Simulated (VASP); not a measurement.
# Rb (P-1) in VASP: notebook, part 2 of 2

VASP 6.6.1.

### Step 4. Single point, PBE

This run uses another cell than the first one, of 88.98 Å³/atom, 1.010 times its volume.

Contents of INCAR:

```
SYSTEM = Rb
PREC = Accurate
ENCUT = 520
EDIFF = 1E-7
ISMEAR = -1
SIGMA = 0.1
LREAL = .FALSE.
LASPH = .TRUE.
NELM = 80
ALGO = Normal
ISIF = 2
LWAVE = .FALSE.
LCHARG = .FALSE.
GGA = PE
NBANDS = 10
```

Contents of KPOINTS:

```
Automatic mesh
0
G
  5 5 5
  0 0 0
```

Contents of POSCAR:

```
Rb
1.0
   -2.8152464978      2.7996806409      2.8120411733
    2.8185720219     -2.8266854995      2.8423715561
    2.7952633031      2.8067023048     -2.8390460320
Rb
1
Direct
    0.0000000000      0.0000000000      0.0000000000
```

Potentials or basis: VASP PAW PBE potentials, release 64 (Rb_sv).

On the command line:

```
$ cat potpaw_PBE.64/Rb_sv/POTCAR > POTCAR
$ mpirun -np 1 vasp_std > vasp.out
```

OUTCAR:

```text
SYSTEM = Rb
   PREC = Accurate
   ENCUT = 520
   EDIFF = 1E-7
   ISMEAR = -1
   LREAL = .FALSE.
   LASPH = .TRUE.
   NELM = 80
   ISIF = 2
   GGA = PE

 ion  position               nearest neighbor table
   1  0.000  0.000  0.000-

  LATTYP: Found a triclinic cell.
 ALAT       =    13.8350718238
 B/A-ratio  =     0.3541987253
 C/A-ratio  =     0.5714223417
 COS(alpha) =     0.0023650997
 COS(beta)  =     0.2870076358
 COS(gamma) =     0.9441097549

  Lattice vectors:

 A1 = (   5.6571272385, -11.2597539447,   5.7117479709)
 A2 = (   2.8185720219,  -2.8266854995,   2.8423715561)
 A3 = (  -5.5938521303,  -5.5863997510,   0.0236793346)

Analysis of symmetry for initial positions (statically):
=====================================================================
 Subroutine PRICEL returns:
 Original cell was already a primitive cell.

 Routine SETGRP: Setting up the symmetry group for a
 triclinic supercell.

 Subroutine GETGRP returns: Found  2 space group operations
 (whereof  2 operations were pure point group operations)
 out of a pool of  2 trial point group operations.

The static configuration has the point symmetry S_2 .

Analysis of symmetry for dynamics (positions and initial velocities):
=====================================================================
 Subroutine PRICEL returns:
 Original cell was already a primitive cell.

 Routine SETGRP: Setting up the symmetry group for a
 triclinic supercell.

 Subroutine GETGRP returns: Found  2 space group operations
 (whereof  2 operations were pure point group operations)
 out of a pool of  2 trial point group operations.

The dynamic configuration has the point symmetry S_2 .

 Subroutine INISYM returns: Found  2 space group operations
 (whereof  2 operations are pure point group operations),
 and found     1 'primitive' translations

----------------------------------------------------------------------------------------

                                     Primitive cell

  volume of cell :      88.9783

  direct lattice vectors                    reciprocal lattice vectors
    -2.815246498  2.799680641  2.812041173     0.000532708  0.179226009  0.177708676
     2.818572022 -2.826685499  2.842371556     0.178031922  0.001485967  0.176755417
     2.795263303  2.806702305 -2.839046032     0.178768100  0.179008929  0.000749788

  length of vectors
     4.865326309  4.900364805  4.873526150     0.252393779  0.250878557  0.252987732

  position of ions in fractional coordinates (direct lattice)
     0.000000000  0.000000000  0.000000000

  ion indices of the primitive-cell ions
   primitive index   ion index
                 1           1

----------------------------------------------------------------------------------------

 KPOINTS: Automatic mesh

Automatic generation of k-mesh.
 Grid dimensions read from file:
 generate k-points for:    5    5    5

 Generating k-lattice:

  Cartesian coordinates                     Fractional coordinates (reciprocal lattice)
     0.000106542  0.035845202  0.035541735     0.200000000 -0.000000000  0.000000000
     0.035606384  0.000297193  0.035351083     0.000000000  0.200000000  0.000000000
     0.035753620  0.035801786  0.000149958     0.000000000 -0.000000000  0.200000000

  Length of vectors
     0.050478756  0.050175711  0.050597546

  Shift w.r.t. Gamma in fractional coordinates (k-lattice)
     0.000000000  0.000000000  0.000000000

 Subroutine IBZKPT returns following result:
 ===========================================

 Found     63 irreducible k-points:

 Following reciprocal coordinates:
            Coordinates               Weight
  0.000000  0.000000  0.000000      1.000000
  0.200000  0.000000 -0.000000      2.000000
  0.400000  0.000000 -0.000000      2.000000
 -0.000000  0.200000  0.000000      2.000000
  0.200000  0.200000  0.000000      2.000000
  0.400000  0.200000 -0.000000      2.000000
[... 16 lines left out ...]
 -0.200000  0.200000  0.200000      2.000000
 -0.000000  0.400000  0.200000      2.000000
 [... further k-points ...]
   k-points           NKPTS =     63   k-points in BZ     NKDIM =     63   number of bands    NBANDS=     10
   number of dos      NEDOS =    301   number of ions     NIONS =      1
   total plane-waves  NPLWV =  46656
   dimension x,y,z NGX =    36 NGY =   36 NGZ =   36
   dimension x,y,z NGXF=    72 NGYF=   72 NGZF=   72
   ions per type =               1
   NGX,Y,Z   is equivalent  to a cutoff of  12.30, 12.21, 12.28 a.u.
   NGXF,Y,Z  is equivalent  to a cutoff of  24.60, 24.43, 24.56 a.u.
 SYSTEM =  Rb
   PREC   = accura    normal or accurate (medium, high low for compatibility)
   ISTART =      0    job   : 0-new  1-cont  2-samecut
   ICHARG =      2    charge: 1-file 2-atom 10-const
   ISPIN  =      1    spin polarized calculation?
   LNONCOLLINEAR =      F non collinear calculations
   LSORBIT =      F    spin-orbit coupling
   LASPH  =      T    aspherical Exc in radial PAW
   ENCUT  =  520.0 eV  38.22 Ry    6.18 a.u.   9.05  9.11  9.06*2*pi/ulx,y,z
   NELM   =     80;   NELMIN=  2; NELMDL= -5     # of ELM steps
   EDIFF  = 0.1E-06   stopping-criterion for ELM
   LREAL  =      F    real-space projection
   EDIFFG = 0.1E-05   stopping-criterion for IOM
   NSW    =      0    number of steps for IOM
   IBRION =     -1    ionic relax: 0-MD 1-quasi-New 2-CG
   NFREE  =      0    steps in history (QN), initial steepest desc. (CG)
   ISIF   =      2    stress and relaxation
   ISYM   =      2    0-nonsym 1-usesym 2-fastsym
   POTIM  = 0.5000    time-step for ionic-motion
   TEBEG  =    0.0;   TEEND  =   0.0 temperature during run
   PSTRESS=    0.0 pullay stress
   NELECT =       9.0000    total number of electrons
   NUPDOWN=      -1.0000    fix difference up-down
   EMIN   =  10.00;   EMAX   =-10.00  energy-range for DOS
   EFERMI =   0.00;   METHOD = LEGACY
   ISMEAR =    -1;   SIGMA  =   0.10  broadening in eV -4-tet -1-fermi 0-gaus
   EFERMI_NEDOS =   21; number of points for ismear=-14 and -15
   IALGO  =     38    algorithm
   IMIX   =      4    mixing-type and parameters
     AMIX     =   0.40;   BMIX     =  1.00
     AMIX_MAG =   1.60;   BMIX_MAG =  1.00
  volume/ion in A,a.u.               =      88.98       600.46
  Fermi-wavevector in a.u.,A,eV,Ry     =   0.762771  1.441428  7.916139  0.581820
  Thomas-Fermi vector in A             =   1.862306
   LORBIT       =      0    0 simple, 1 ext, 2 COOP (PROOUT), +10 PAW based schemes
   GGA     = PE    functional components
[... 5 lines left out ...]
 non-spin polarized calculation
  energy-cutoff  :      520.00
  volume of cell :       88.98
 maximum number of plane-waves:      2417
   NGX = 19   NGY = 19   NGZ = 19

 number of electron       9.0000000 magnetization

 Free energy of the ion-electron system (eV)
  ---------------------------------------------------
  ext. energy  EPLUGINS =         0.00000000
  ---------------------------------------------------
  free energy    TOTEN  =        -0.95729751 eV

  energy without entropy =       -0.92806781  energy(sigma->0) =       -0.94268266

 E-fermi :   0.0746     XC(G=0):  -5.5203

 val. band max:       -0.2269588135   @ k =   0.0000  -0.0000   0.4000
 cond. band min:       0.1217755567   @ k =  -0.2000  -0.4000   0.4000
 fundamental gap:      0.3487343701
 Fermi energy:         0.0746007241

 k-point     1 :       0.0000    0.0000    0.0000
  band No.  band energies     occupation
      1     -28.8282      2.00000
      2     -12.8686      2.00000
      3     -12.8680      2.00000
      4     -12.8675      2.00000
      5      -1.9387      2.00000
      6       3.7290      0.00000
      7       3.7585      0.00000
      8       3.8003      0.00000
      9       4.6844      0.00000
     10       4.7415      0.00000

 k-point     2 :       0.2000    0.0000   -0.0000
  band No.  band energies     occupation
      1     -28.8265      2.00000
      2     -12.9048      2.00000
      3     -12.8805      2.00000
      4     -12.8683      2.00000
      5      -1.4645      2.00000
      6       2.9442      0.00000
      7       3.2754      0.00000
      8       4.1918      0.00000
      9       4.4260      0.00000
     10       4.6111      0.00000
[... 274 lines left out ...]
 k-point    24 :      -0.0000    0.4000    0.2000
  band No.  band energies     occupation
      1     -28.8232      2.00000
      2     -12.9587      2.00000
      3     -12.9157      2.00000
      4     -12.8778      2.00000
      5       0.6639      0.00550
      6       0.9542      0.00030
      7       2.1138      0.00000
      8       4.0649      0.00000
      9       5.0384      0.00000
     10       5.1676      0.00000

 [... further k-points ...]
[... 5 lines left out ...]
  --------------------------------------------------------------------------------------
  -------------------------------------------------------------------------------------
  Total        0.0298419      0.0283972      0.0372294      0.0104990      0.0144417     -0.0015440
  in kB        0.5373436      0.5113298      0.6703668      0.1890481      0.2600435     -0.0278014
  external PRESSURE =       0.5730134 kB  Pullay stress =       0.0000000 kB

 VOLUME and BASIS-vectors are now :
 -----------------------------------------------------------------------------
  energy-cutoff  :      520.00
  volume of cell :       88.98
      direct lattice vectors                 reciprocal lattice vectors
    -2.815246498  2.799680641  2.812041173     0.000532708  0.179226009  0.177708676
     2.818572022 -2.826685499  2.842371556     0.178031922  0.001485967  0.176755417
     2.795263303  2.806702305 -2.839046032     0.178768100  0.179008929  0.000749788

 POSITION                                       TOTAL-FORCE (eV/Angst)
 -----------------------------------------------------------------------------------
      0.00000      0.00000      0.00000         0.000000      0.000000      0.000000
 -----------------------------------------------------------------------------------
    total drift:                               -0.000000      0.000000      0.000000

  FREE ENERGIE OF THE ION-ELECTRON SYSTEM (eV)
  ---------------------------------------------------
  free  energy   TOTEN  =        -0.9572975064 eV

  energy  without entropy=       -0.9280678056  energy(sigma->0) =       -0.94268266
```

OSZICAR:

```text
N       E                     dE             d eps       ncg     rms          rms(c)
DAV:   1     0.432108098023E+02    0.43211E+02   -0.32836E+03  1260   0.658E+02
DAV:   2     0.188674339098E+01   -0.41324E+02   -0.40254E+02  1408   0.125E+02
DAV:   3    -0.802524805557E+00   -0.26893E+01   -0.26781E+01  1604   0.325E+01
DAV:   4    -0.953226436927E+00   -0.15070E+00   -0.15022E+00  1890   0.643E+00
DAV:   5    -0.955907898873E+00   -0.26815E-02   -0.26812E-02  1684   0.749E-01    0.124E+00
DAV:   6    -0.956324547259E+00   -0.41665E-03   -0.20184E-03  1748   0.256E-01    0.748E-01
DAV:   7    -0.957175038289E+00   -0.85049E-03   -0.31779E-03  1462   0.323E-01    0.480E-02
DAV:   8    -0.957285489033E+00   -0.11045E-03   -0.11859E-04  1498   0.861E-02    0.202E-02
DAV:   9    -0.957297756174E+00   -0.12267E-04   -0.12626E-05  1734   0.273E-02    0.497E-03
DAV:  10    -0.957297465095E+00    0.29108E-06   -0.37926E-06  1772   0.108E-02    0.910E-04
DAV:  11    -0.957297506367E+00   -0.41272E-07   -0.11559E-07  1244   0.216E-03
   1 F= -.95729751E+00 E0= -.94268266E+00  d E =-.292297E-01
```

stdout:

```text
POSCAR found type information on POSCAR Rb
 POSCAR found :  1 types and       1 ions
 scaLAPACK will be used
 LDA part: xc-table for (Slater+PW92), standard interpolation
 POSCAR, INCAR and KPOINTS ok, starting setup
 FFT: planning ... GRIDC
 FFT: planning ... GRID_SOFT
 FFT: planning ... GRID
 WAVECAR not read
 entering main loop
```

Wall time 50 s (1 thread of AMD EPYC 7R13, shared host); peak memory 0.2 GiB.

What came out:

```
Free energy : -0.9573 eV
Pressure    : 0.1 GPa
```

### Step 5. Summary

| cell | gap on the mesh (eV) | pressure (GPa) |
| --- | --- | --- |
| a = 4.849, b = 4.884, c = 4.857 Å, angles 109.9, 109.7, 109.2°, 1 atom | none | 0.1 |
| a = 4.857, b = 4.892, c = 4.865 Å, angles 109.9, 109.7, 109.2°, 1 atom | none | 0.1 |
| a = 4.865, b = 4.900, c = 4.874 Å, angles 109.9, 109.7, 109.2°, 1 atom | none | 0.1 |

Alike in all rows: task single point; level PBE; potentials or basis VASP PAW PBE potentials, release 64 (Rb_sv); no spin polarisation; k mesh 5 × 5 × 5; cutoff (eV) 520; smearing fermi-dirac 0.1 eV.

Total energies depend on the potentials used, so only differences within one code and one set of settings carry meaning.
